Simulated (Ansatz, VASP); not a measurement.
Be2Cd in VASP and in Ansatz

```
Be Cd
1.0
     8.38184    0.00000    0.00000
     0.00000    3.39887    0.00000
     0.00000    0.00000    2.86022
Be Cd
4 2
Cartesian
  2.1385 3.3981 1.4301
  6.3294 1.7002 0.0000
  6.2433 0.0008 1.4301
  2.0524 1.6987 0.0000
  4.1909 1.6994 1.4301
  0.0000 0.0000 0.0000
```

Alike in both runs: functional PBE; k mesh 4 × 4 × 6; occupations gaussian, width 0.1 eV; no spin polarisation.

Ansatz relaxed the structure, and its values are those at the end. VASP's run is a single point on that final structure, the one shown.

```csv
,VASP,Ansatz
version,VASP 6.6.1,Ansatz 0.2.0
potentials or method,"VASP PAW PBE potentials, release 64 (Be, Cd), cutoff 520 eV","scalar-relativistic, plane waves, PAW"
valence electrons in the cell,32,48
```

Ansatz gave:

- gap on the k mesh at the Fermi level (eV): none
- pressure (GPa): -0.1
- rms of the force components (eV/Å): 0.001

Question: Which values does VASP return?

Answer: gap on the k mesh at the Fermi level (eV): none; pressure (GPa): 0.3; rms of the force components (eV/Å): 0.003.

A gap of «none» marks a metal or a gap that the smearing closes. VASP's potentials hold 32 valence electrons a cell and Ansatz's 48, so a difference there can come from the potentials and not from the codes.

The k mesh is coarse, so the values compare programs but aren't converged.
